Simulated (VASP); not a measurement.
# FeRu (P-6m2) in VASP: a series of runs

FeRu is run at these levels: LDA; tasks: single point.

All numbers are computed with VASP 6.6.1; they aren't measurements. Logs are shortened: lines on timing, memory, paths and dates and some standing lists are left out, and cuts for length are marked.

### Step 1. The cell of the first run

It takes space group P-6m2 (No. 187, hexagonal). The conventional cell has a = 2.745 Å, b = 2.745 Å, c = 4.227 Å, α = 90.00°, β = 90.00°, γ = 120.00°. Within 3.5 Å of Fe (site symmetry -6m2) lie 6 Ru at 2.64 Å and 6 Fe at 2.74 Å. Ru (site symmetry -6m2) has 6 Fe at 2.64 Å and 6 Ru at 2.74 Å within 3.5 Å.

### Step 2. Single point, LDA, collinear spin, ferromagnetic start (volume scaled by 1.12)

INCAR reads:

```
ALGO     = Normal         # electronic algorithm
EDIFF    = 1E-7           # SCF threshold, eV
ENCUT    = 520            # plane-wave cutoff, eV
ISIF     = 2              # what is computed and relaxed
ISMEAR   = -1             # smearing method
ISPIN    = 2              # spin polarisation
LASPH    = True           # aspherical terms in the spheres
LCHARG   = True           # write CHGCAR
LELF     = True           # ELF
LMAXMIX  = 4              # l up to which the mixer works
LORBIT   = 11             # projections on sites
LREAL    = False          # projectors in reciprocal space
LVHAR    = True         
LWAVE    = False          # write WAVECAR
MAGMOM   = 3 1.5          # initial moments
NBANDS   = 22             # bands
NELM     = 150            # most SCF steps
PREC     = Accurate       # precision mode
SIGMA    = 0.05           # smearing width, eV
```

KPOINTS reads:

```
k-points
0
Gamma
  12 12 7
```

POSCAR reads:

```
FeRu
1.0
    2.7445461576      0.0000000000      0.0000000000
   -1.3722730788      2.3768466944      0.0000000000
    0.0000000000      0.0000000000      4.2269259381
Fe Ru
1 1
Direct
    0.0000000000      0.0000000000      0.5000000000
    0.6666666667      0.3333333333      0.0000000000
```

Potentials or basis: VASP PAW LDA potentials, release 64 (Fe, Ru_pv).

Command:

```sh
$ cat potpaw_LDA.64/Fe/POTCAR potpaw_LDA.64/Ru_pv/POTCAR > POTCAR
$ mpirun -np 1 vasp_std > vasp.out
```

OUTCAR:

```text
EDIFF = 1E-7
   ENCUT = 520
   ISIF = 2
   ISMEAR = -1
   ISPIN = 2
   LASPH = True
   LORBIT = 11
   LREAL = False
   NELM = 150
   PREC = Accurate

 ion  position               nearest neighbor table
   1  0.000  0.000  0.500-   2 2.64   2 2.64   2 2.64   2 2.64   2 2.64   2 2.64
   2  0.667  0.333  0.000-   1 2.64   1 2.64   1 2.64   1 2.64   1 2.64   1 2.64

  LATTYP: Found a hexagonal cell.
 ALAT       =     2.7445461576
 C/A-ratio  =     1.5401183640

  Lattice vectors:

 A1 = (   2.7445461576,   0.0000000000,   0.0000000000)
 A2 = (  -1.3722730788,   2.3768466944,   0.0000000000)
 A3 = (   0.0000000000,   0.0000000000,   4.2269259381)

Analysis of symmetry for initial positions (statically):
=====================================================================
 Subroutine PRICEL returns:
 Original cell was already a primitive cell.

 Routine SETGRP: Setting up the symmetry group for a
 hexagonal supercell.

 Subroutine GETGRP returns: Found 12 space group operations
 (whereof 12 operations were pure point group operations)
 out of a pool of 24 trial point group operations.

The static configuration has the point symmetry D_3h.

Analysis of symmetry for dynamics (positions and initial velocities):
=====================================================================
 Subroutine PRICEL returns:
 Original cell was already a primitive cell.

 Routine SETGRP: Setting up the symmetry group for a
 hexagonal supercell.

 Subroutine GETGRP returns: Found 12 space group operations
 (whereof 12 operations were pure point group operations)
 out of a pool of 24 trial point group operations.

The dynamic configuration has the point symmetry D_3h.

Analysis of structural, dynamic, and magnetic symmetry:
=====================================================================
 Subroutine PRICEL returns:
 Original cell was already a primitive cell.

 Routine SETGRP: Setting up the symmetry group for a
 hexagonal supercell.

 Subroutine GETGRP returns: Found 12 space group operations
 (whereof 12 operations were pure point group operations)
 out of a pool of 24 trial point group operations.

The overall configuration has the point symmetry D_3h.

 Subroutine INISYM returns: Found 12 space group operations
 (whereof 12 operations are pure point group operations),
 and found     1 'primitive' translations

----------------------------------------------------------------------------------------

                                     Primitive cell

  volume of cell :      27.5738

  direct lattice vectors                    reciprocal lattice vectors
     2.744546158  0.000000000  0.000000000     0.364358966  0.210362747  0.000000000
    -1.372273079  2.376846694  0.000000000     0.000000000  0.420725494  0.000000000
     0.000000000  0.000000000  4.226925938     0.000000000  0.000000000  0.236578548

  length of vectors
     2.744546158  2.744546158  4.226925938     0.420725494  0.420725494  0.236578548

  position of ions in fractional coordinates (direct lattice)
     0.000000000  0.000000000  0.500000000
     0.666666667  0.333333333  0.000000000

  ion indices of the primitive-cell ions
   primitive index   ion index
                 1           1
                 2           2

----------------------------------------------------------------------------------------

 KPOINTS: k-points

Automatic generation of k-mesh.
 Grid dimensions read from file:
 generate k-points for:   12   12    7

 Generating k-lattice:

  Cartesian coordinates                     Fractional coordinates (reciprocal lattice)
     0.030363247  0.017530229  0.000000000     0.083333333  0.000000000  0.000000000
     0.000000000  0.035060458  0.000000000     0.000000000  0.083333333  0.000000000
     0.000000000  0.000000000  0.033796935     0.000000000  0.000000000  0.142857143

  Length of vectors
     0.035060458  0.035060458  0.033796935

  Shift w.r.t. Gamma in fractional coordinates (k-lattice)
     0.000000000  0.000000000  0.000000000

 Subroutine IBZKPT returns following result:
 ===========================================

 Found     76 irreducible k-points:

 Following reciprocal coordinates:
            Coordinates               Weight
  0.000000  0.000000  0.000000      1.000000
  0.083333  0.000000  0.000000      6.000000
  0.166667  0.000000  0.000000      6.000000
  0.250000  0.000000  0.000000      6.000000
  0.333333  0.000000  0.000000      6.000000
  0.416667  0.000000  0.000000      6.000000
[... 16 lines left out ...]
  0.250000  0.000000  0.142857     12.000000
  0.333333  0.000000  0.142857     12.000000
 [... further k-points ...]
   k-points           NKPTS =     76   k-points in BZ     NKDIM =     76   number of bands    NBANDS=     22
   number of dos      NEDOS =    301   number of ions     NIONS =      2
   total plane-waves  NPLWV =  12800
   dimension x,y,z NGX =    20 NGY =   20 NGZ =   32
   dimension x,y,z NGXF=    40 NGYF=   40 NGZF=   64
   ions per type =               1   1
   NGX,Y,Z   is equivalent  to a cutoff of  12.11, 12.11, 12.59 a.u.
   NGXF,Y,Z  is equivalent  to a cutoff of  24.23, 24.23, 25.17 a.u.
 SYSTEM =  unknown system
   PREC   = accura    normal or accurate (medium, high low for compatibility)
   ISTART =      0    job   : 0-new  1-cont  2-samecut
   ICHARG =      2    charge: 1-file 2-atom 10-const
   ISPIN  =      2    spin polarized calculation?
   LNONCOLLINEAR =      F non collinear calculations
   LSORBIT =      F    spin-orbit coupling
   LASPH  =      T    aspherical Exc in radial PAW
   ENCUT  =  520.0 eV  38.22 Ry    6.18 a.u.   5.10  5.10  7.86*2*pi/ulx,y,z
   NELM   =    150;   NELMIN=  2; NELMDL= -5     # of ELM steps
   EDIFF  = 0.1E-06   stopping-criterion for ELM
   LREAL  =      F    real-space projection
   EDIFFG = 0.1E-05   stopping-criterion for IOM
   NSW    =      0    number of steps for IOM
   IBRION =     -1    ionic relax: 0-MD 1-quasi-New 2-CG
   NFREE  =      0    steps in history (QN), initial steepest desc. (CG)
   ISIF   =      2    stress and relaxation
   ISYM   =      2    0-nonsym 1-usesym 2-fastsym
   POTIM  = 0.5000    time-step for ionic-motion
   TEBEG  =    0.0;   TEEND  =   0.0 temperature during run
   PSTRESS=    0.0 pullay stress
   NELECT =      22.0000    total number of electrons
   NUPDOWN=      -1.0000    fix difference up-down
   EMIN   =  10.00;   EMAX   =-10.00  energy-range for DOS
   EFERMI =   0.00;   METHOD = LEGACY
   ISMEAR =    -1;   SIGMA  =   0.05  broadening in eV -4-tet -1-fermi 0-gaus
   EFERMI_NEDOS =   21; number of points for ismear=-14 and -15
   IALGO  =     38    algorithm
   IMIX   =      4    mixing-type and parameters
     AMIX     =   0.40;   BMIX     =  1.00
     AMIX_MAG =   1.60;   BMIX_MAG =  1.00
  volume/ion in A,a.u.               =      13.79        93.04
  Fermi-wavevector in a.u.,A,eV,Ry     =   1.518391  2.869343 31.368383  2.305511
  Thomas-Fermi vector in A             =   2.627518
   LORBIT       =     11    0 simple, 1 ext, 2 COOP (PROOUT), +10 PAW based schemes
   GGA     = CA    functional components
   LHFCALC =     F    Hartree Fock is set to
   AEXX    =    0.0000 exact exchange contribution
   IVDW    =     0    specifies the selected vdW correction
   LEPSILON=     F    determine dielectric tensor
   LRPA    =     F    only Hartree local field effects (RPA)
 spin polarized calculation
  energy-cutoff  :      520.00
  volume of cell :       27.57
 maximum number of plane-waves:       756
   NGX = 11   NGY = 11   NGZ = 15

 number of electron      22.0000002 magnetization       0.1950298

 Free energy of the ion-electron system (eV)
  ---------------------------------------------------
  ext. energy  EPLUGINS =         0.00000000
  ---------------------------------------------------
  free energy    TOTEN  =       -19.24481852 eV

  energy without entropy =      -19.22384183  energy(sigma->0) =      -19.23433017

 E-fermi :   8.0311     XC(G=0): -13.3643

 val. band max:        8.0234123230   @ k =   0.0833   0.0833   0.4286
 cond. band min:       8.0424834521   @ k =   0.2500   0.2500   0.2857
 fundamental gap:      0.0190711291
 Fermi energy:         8.0311331967

 spin component 1

 k-point     1 :       0.0000    0.0000    0.0000
  band No.  band energies     occupation
      1     -34.5986      1.00000
      2     -34.2624      1.00000
      3     -34.2624      1.00000
      4       0.4856      1.00000
      5       3.1254      1.00000
      6       6.0085      1.00000
[... 14 lines left out ...]
     21      28.8793      0.00000
     22      29.3417      0.00000

 k-point     2 :       0.0833    0.0000    0.0000
  band No.  band energies     occupation
      1     -34.5927      1.00000
      2     -34.3069      1.00000
      3     -34.2728      1.00000
      4       0.7086      1.00000
      5       3.2873      1.00000
      6       5.7765      1.00000
[... 14 lines left out ...]
     21      28.7409      0.00000
     22      29.7783      0.00000

 k-point     3 :       0.1667    0.0000    0.0000
  band No.  band energies     occupation
      1     -34.5765      1.00000
      2     -34.4275      1.00000
      3     -34.3013      1.00000
      4       1.3356      1.00000
      5       3.6772      1.00000
      6       5.3805      1.00000
[... 14 lines left out ...]
     21      27.5569      0.00000
     22      29.1078      0.00000
[... 476 lines left out ...]
 k-point    23 :       0.2500    0.0000    0.1429
  band No.  band energies     occupation
      1     -34.5894      1.00000
      2     -34.5551      1.00000
      3     -34.3400      1.00000
      4       2.3543      1.00000
      5       3.9540      1.00000
      6       5.0731      1.00000
[... 14 lines left out ...]
     21      26.2602      0.00000
     22      28.6833      0.00000

 k-point    24 :       0.3333    0.0000    0.1429
  band No.  band energies     occupation
      1     -34.7487      1.00000
      2     -34.5325      1.00000
      3     -34.3784      1.00000
      4       2.9746      1.00000
      5       3.8660      1.00000
      6       4.5541      1.00000
[... 14 lines left out ...]
     21      25.6092      0.00000
     22      28.4084      0.00000

 [... further k-points ...]

 spin component 2

 k-point     1 :       0.0000    0.0000    0.0000
  band No.  band energies     occupation
      1     -34.6304      1.00000
      2     -34.2846      1.00000
      3     -34.2846      1.00000
      4       0.4958      1.00000
      5       3.1398      1.00000
      6       6.0026      1.00000
[... 14 lines left out ...]
     21      28.9174      0.00000
     22      29.3490      0.00000

 k-point     2 :       0.0833    0.0000    0.0000
  band No.  band energies     occupation
      1     -34.6245      1.00000
      2     -34.3291      1.00000
      3     -34.2951      1.00000
      4       0.7192      1.00000
      5       3.3023      1.00000
      6       5.7808      1.00000
[... 14 lines left out ...]
     21      28.7349      0.00000
     22      29.8002      0.00000

 k-point     3 :       0.1667    0.0000    0.0000
  band No.  band energies     occupation
      1     -34.6083      1.00000
      2     -34.4496      1.00000
      3     -34.3235      1.00000
      4       1.3470      1.00000
      5       3.6948      1.00000
      6       5.3907      1.00000
[... 14 lines left out ...]
     21      27.5697      0.00000
     22      29.0988      0.00000
[... 476 lines left out ...]
 k-point    23 :       0.2500    0.0000    0.1429
  band No.  band energies     occupation
      1     -34.6115      1.00000
      2     -34.5869      1.00000
      3     -34.3622      1.00000
      4       2.3666      1.00000
      5       3.9689      1.00000
      6       5.0957      1.00000
[... 14 lines left out ...]
     21      26.2813      0.00000
     22      28.6826      0.00000

 k-point    24 :       0.3333    0.0000    0.1429
  band No.  band energies     occupation
      1     -34.7707      1.00000
      2     -34.5643      1.00000
      3     -34.4006      1.00000
      4       2.9832      1.00000
      5       3.8863      1.00000
      6       4.5744      1.00000
[... 14 lines left out ...]
     21      25.6300      0.00000
     22      28.4097      0.00000

 [... further k-points ...]

------------------------ aborting loop because EDIFF is reached ----------------------------------------

  FORCE on cell =-STRESS in cart. coord.  units (eV):
  Direction    XX          YY          ZZ          XY          YZ          ZX
  --------------------------------------------------------------------------------------
  -------------------------------------------------------------------------------------
  Total       -6.9684211     -6.9684211     -7.0405920      0.0000000      0.0000000      0.0000000
  in kB     -404.9007851   -404.9007851   -409.0942871      0.0000000      0.0000000      0.0000000
  external PRESSURE =    -406.2986191 kB  Pullay stress =       0.0000000 kB

 VOLUME and BASIS-vectors are now :
 -----------------------------------------------------------------------------
  energy-cutoff  :      520.00
  volume of cell :       27.57
      direct lattice vectors                 reciprocal lattice vectors
     2.744546158  0.000000000  0.000000000     0.364358966  0.210362747  0.000000000
    -1.372273079  2.376846694  0.000000000     0.000000000  0.420725494  0.000000000
     0.000000000  0.000000000  4.226925938     0.000000000  0.000000000  0.236578548

 POSITION                                       TOTAL-FORCE (eV/Angst)
 -----------------------------------------------------------------------------------
      0.00000      0.00000      2.11346         0.000000     -0.000000      0.000000
      1.37227      0.79228      0.00000        -0.000000      0.000000      0.000000
 -----------------------------------------------------------------------------------
    total drift:                               -0.000000      0.000000      0.000000

  FREE ENERGIE OF THE ION-ELECTRON SYSTEM (eV)
  ---------------------------------------------------
  free  energy   TOTEN  =       -19.2448185233 eV

  energy  without entropy=      -19.2238418261  energy(sigma->0) =      -19.23433017

 total charge

# of ion       s       p       d       tot
------------------------------------------
    1        0.430   0.442   6.207   7.079
    2        0.385   6.259   5.867  12.512
--------------------------------------------------
tot          0.815   6.701  12.074  19.591

 magnetization (x)

# of ion       s       p       d       tot
------------------------------------------
    1       -0.001  -0.001   0.240   0.238
    2       -0.001  -0.003  -0.036  -0.040
--------------------------------------------------
tot         -0.002  -0.004   0.204   0.198
```

Wall time 4.9 min (1 thread of Oxide Virtual Turin-like, shared host); peak memory 0.15 GiB.

Results:

| Quantity | Value |
| --- | --- |
| Free energy | -19.2448 eV |
| Pressure | -40.6 GPa |
| Net moment | 0.20 μB per cell |
| Site moments | Fe +0.24; Ru -0.04 μB |
| Valence electrons inside the program's atomic spheres | Fe 7.08; Ru 12.51 |

### Step 3. Single point, LDA, collinear spin, ferromagnetic start (volume scaled by 1.2)

INCAR reads:

```
SYSTEM = FeRu
ALGO = Normal ; EDIFF = 1E-6
ENCUT = 520 ; ISIF = 2
ISMEAR = -1 ; ISPIN = 2
LASPH = .True. ; LCHARG = .True.
LELF = .True. ; LMAXMIX = 4
LORBIT = 11 ; LREAL = .False.
LVHAR = .True. ; LWAVE = .False.
MAGMOM = 3 1.5 ; NBANDS = 22
NELM = 150 ; PREC = Accurate
SIGMA = 0.05
```

KPOINTS reads:

```
k-points
0
Gamma
  12 12 7
  0 0 0
```

POSCAR reads:

```
FeRu
1.0
    2.8083955761      0.0000000000      0.0000000000
   -1.4041977881      2.4321419128      0.0000000000
    0.0000000000      0.0000000000      4.3252616001
Fe Ru
1 1
Direct
    0.0000000000      0.0000000000      0.5000000000
    0.6666666667      0.3333333333      0.0000000000
```

Potentials or basis: VASP PAW LDA potentials, release 64 (Fe, Ru_pv).

Command:

```sh
$ cat potpaw_LDA.64/Fe/POTCAR potpaw_LDA.64/Ru_pv/POTCAR > POTCAR
$ mpirun -np 1 vasp_std > vasp.out
```

It took 2.5 min on 1 thread of Oxide Virtual Turin-like, shared host; peak memory 0.17 GiB.

It converged, with:

```yaml
Free_energy: -18.7543 eV
Pressure: -39.7 GPa
Net_moment: 1.84 μB per cell
Site_moments: Fe +2.06; Ru -0.23 μB
Valence_electrons_inside_the_program's_atomic_spheres: Fe 6.95; Ru 12.43
```

Stress tensor (GPa, compression positive):
```
-40.36   0.00   0.00
  0.00 -40.36   0.00
  0.00   0.00 -38.28
```

Levels at points of the mesh, in eV from the Fermi level:
Spin up:
| k point | band 9 | band 10 | band 11 | band 12 | band 13 | band 14 | band 15 | band 16 |
| --- | --- | --- | --- | --- | --- | --- | --- | --- |
| (0.00, 0.00, 0.00) | -1.53 | -1.53 | -1.52 | -1.52 | 0.61 | 0.61 | 1.05 | 7.62 |
| (0.50, 0.00, 0.00) | -1.69 | -1.39 | -0.61 | 0.74 | 1.61 | 1.76 | 4.50 | 9.22 |
Spin down:
```csv
k point,band 6,band 7,band 8,band 9,band 10,band 11,band 12,band 13,band 14,band 15
"(0.00, 0.00, 0.00)",-1.78,-1.78,-0.51,-0.51,-0.49,0.00,0.00,1.16,1.22,1.22
"(0.50, 0.00, 0.00)",-3.12,-1.57,-1.33,-0.53,-0.09,1.33,1.61,1.62,2.82,4.69
```
